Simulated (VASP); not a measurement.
Runs of VASP 6.6.1 on GaN. The structure is that of space group F-43m (No. 216), or close to it. The cells are those of the table. 

| level | cell | k mesh | smearing | gap on the mesh (eV) | pressure (GPa) | largest force (eV/Å) |
| --- | --- | --- | --- | --- | --- | --- |
| PBE | a = 3.181, b = 3.181, c = 3.142 Å, angles 60.4, 60.4, 60.8°, 2 atoms | 6 × 6 × 6 | gaussian 0.01 eV | 1.67 | 6.3 | 0.02 |
| r2SCAN | a = 3.180 Å, angles 60.0°, 2 atoms | 10 × 10 × 10 | gaussian 0.01 eV | 2.16 | 1.1 | - |
| r2SCAN | a = 3.044 Å, angles 60.0°, 2 atoms | 10 × 10 × 10 | gaussian 0.01 eV | 3.03 | (a) | - |
| r2SCAN | a = 3.180, b = 3.167, c = 3.167 Å, angles 60.3, 59.9, 59.9°, 2 atoms | 10 × 10 × 10 | gaussian 0.01 eV | 2.19 | (b) | - |
| PBE | a = 3.044 Å, angles 60.0°, 2 atoms | 10 × 10 × 10 | fermi-dirac 0.02 eV | 2.61 | 40.5 | - |
| PBE | a = 3.180 Å, angles 60.0°, 2 atoms | 6 × 6 × 6 | gaussian 0.01 eV | 1.76 | 6.2 | - |
| PBE | a = 3.181, b = 3.181, c = 3.142 Å, angles 60.4, 60.4, 60.8°, 2 atoms | 10 × 10 × 10 | fermi-dirac 0.02 eV | 1.67 | 6.3 | 0.02 |
| PBE | a = 3.180, b = 3.167, c = 3.167 Å, angles 60.3, 59.9, 59.9°, 2 atoms | 6 × 6 × 6 | gaussian 0.01 eV | 1.79 | 7.9 | - |
| PBE | a = 3.180, b = 3.167, c = 3.167 Å, angles 60.3, 59.9, 59.9°, 2 atoms | 10 × 10 × 10 | fermi-dirac 0.02 eV | 1.79 | 8.0 | - |
| r2SCAN | a = 3.258, b = 3.258, c = 3.180 Å, angles 60.8, 60.8, 58.4°, 2 atoms | 10 × 10 × 10 | gaussian 0.01 eV | 1.76 | -7.6 | - |
| PBE | a = 3.180 Å, angles 60.0°, 2 atoms | 10 × 10 × 10 | fermi-dirac 0.02 eV | 1.76 | 6.3 | - |
| PBE | a = 3.258, b = 3.258, c = 3.180 Å, angles 60.8, 60.8, 58.4°, 2 atoms | 6 × 6 × 6 | gaussian 0.01 eV | 1.37 | -2.3 | - |

Alike in all rows: task single point; potentials or basis VASP PAW PBE potentials, release 64 (Ga_d, N); no spin polarisation; cutoff (eV) 520.

Problem. Estimate the missing entries.

Solution. (a) 36.1; (b) 2.9.

Caveats: the PAW data sets were made with another functional, which shifts forces and pressure a little (some runs).

A k mesh can miss the band edges, and the runs leave out spin-orbit coupling on Ga.
